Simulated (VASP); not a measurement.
Wanted: the native input for a VASP 6.6.1 run.

* Task: relaxation of cell and atoms
* Functional: PBE
* Potentials or basis: VASP PAW PBE potentials, release 64 (Ti_sv, B)
* Cutoff: 500 eV
* k mesh: 16 × 16 × 16
* Occupations: gaussian, width 0.1 eV
* Spin: no spin polarisation
* Dipole correction: no
* Further INCAR settings: ALGO = Normal; EDIFF = 1e-07; IBRION = 2; EDIFFG = -0.02; NSW = 80; ISIF = 3

The structure of TiB2 lies in POSCAR:

```
TiB2
1.0
    0.0000000000      2.3800000000      2.3800000000
    2.3800000000      0.0000000000      2.3800000000
    2.3800000000      2.3800000000      0.0000000000
Ti B
1 2
Direct
    0.0000000000      0.0000000000      0.0000000000
    0.2500000000      0.2500000000      0.2500000000
    0.7500000000      0.7500000000      0.7500000000
```

The input as run:

INCAR

```
SYSTEM = TiB2
PREC = Accurate ; ENCUT = 500
EDIFF = 1E-7 ; ISMEAR = 0
SIGMA = 0.1 ; LREAL = .FALSE.
LASPH = .TRUE. ; NELM = 120
ALGO = Normal ; ISIF = 3
LWAVE = .FALSE. ; LCHARG = .FALSE.
GGA = PE ; IBRION = 2
NSW = 80 ; EDIFFG = -0.02
GGA_COMPAT = .FALSE. ; NELMIN = 4
```

KPOINTS

```
Automatic mesh
0
G
  16 16 16
  0 0 0
```

Potentials or basis: VASP PAW PBE potentials, release 64 (Ti_sv, B).

Launch:

```sh
$ cat potpaw_PBE.64/Ti_sv/POTCAR potpaw_PBE.64/B/POTCAR > POTCAR
$ mpirun -np 1 vasp_std > vasp.out
```

Results of the run:

```json
{"Relaxed volume": "11.02 Å³/atom", "Relaxed cell": "a = 3.603 Å, b = 3.603 Å, c = 3.603 Å, α = 60.00°, β = 60.00°, γ = 60.00°", "Space group after relaxing (to 0.1 Å)": "Fm-3m (No. 225)", "Energy gained by relaxing": "239.5 meV/atom", "Ionic steps": "3", "Pressure after relaxing": "-0.1 GPa", "Band gap on the k mesh": "zero (bands 9 and 10 overlap by 1.85 eV)"}
```

Caveat: the volume moved by over 15 % at a fixed basis, so the end points are rough.

It took 3.3 min on 1 thread of Intel(R) Xeon(R) Platinum 8259CL CPU @ 2.50GHz (Skylake/Cascade Lake) (shared host), peak memory 0.2 GiB.
